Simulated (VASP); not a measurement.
ZnAg, 2 atoms in the cell. It takes space group Pm-3m (No. 221, cubic). The conventional cell has a = 3.218 Å, b = 3.218 Å, c = 3.218 Å, α = 90.00°, β = 90.00°, γ = 90.00°. Within 3.7 Å of Zn (site symmetry m-3m) lie 8 Ag at 2.79 Å and 6 Zn at 3.22 Å. Within 3.7 Å of Ag (site symmetry m-3m) lie 8 Zn at 2.79 Å and 6 Ag at 3.22 Å.  This cell differs from its parent crystal: volume scaled by 1.06.

| Quantity | Value |
| --- | --- |
| Program | VASP 6.6.1 |
| Task | electric field gradients |
| Functional | LDA |
| Potentials or basis | VASP PAW LDA potentials, release 64 (Zn, Ag) |
| Cutoff | 520 eV |
| k mesh | 12 × 12 × 12 |
| Occupations | fermi-dirac, width 0.03 eV |
| Spin | no spin polarisation |
| Dipole correction | no |
| Further INCAR settings | ALGO = Normal; EDIFF = 1e-08; NBANDS = 18 |

Potentials or basis: VASP PAW LDA potentials, release 64 (Zn, Ag).

Command:

```sh
$ cat potpaw_LDA.64/Zn/POTCAR potpaw_LDA.64/Ag/POTCAR > POTCAR
$ mpirun -np 1 vasp_std > vasp.out
```

Hardware: 1 thread of Intel(R) Xeon(R) Platinum 8259CL CPU @ 2.50GHz (Skylake/Cascade Lake) (shared host).

Question: How long does it take, and how much memory?

Answer: It took 22 s on 1 thread of Intel(R) Xeon(R) Platinum 8259CL CPU @ 2.50GHz (Skylake/Cascade Lake), on a shared host, peak memory 0.16 GiB. Counts: scf iterations 14, k points 84.
